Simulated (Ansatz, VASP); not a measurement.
## One calculation of Bi3Mo, two programs

```
Bi Mo
1.0
     4.73871    0.00000    0.00000
     0.00000    4.73871    0.00000
     0.00000    0.00000    4.73871
Bi Mo
3 1
Direct
  0.00000 0.50000 0.50000
  0.50000 0.00000 0.50000
  0.50000 0.50000 0.00000
  0.00000 0.00000 0.00000
```

Change from the starting cell: species swapped into the Dy3Al type (Pm-3m, No. 221).

Alike in both runs: functional PBE; k mesh 4 × 4 × 4; occupations gaussian, width 0.1 eV; no spin polarisation.

Ansatz relaxed the structure, and its values are those at the end. VASP's run is a single point on that final structure, the one shown.

```csv
,VASP,Ansatz
version,VASP 6.6.1,Ansatz 0.2.0
potentials or method,"VASP PAW PBE potentials, release 64 (Bi_d, Mo_sv), cutoff 520 eV","scalar-relativistic, plane waves, PAW"
valence electrons in the cell,59,59
```

|  | VASP | Ansatz | Ansatz less VASP |
| --- | --- | --- | --- |
| gap on the k mesh at the Fermi level (eV) | none | none | - |
| pressure (GPa) | -0.1 | -0.1 | +0.03 |

A gap of «none» marks a metal or a gap that the smearing closes.

Spin-orbit coupling is off throughout.
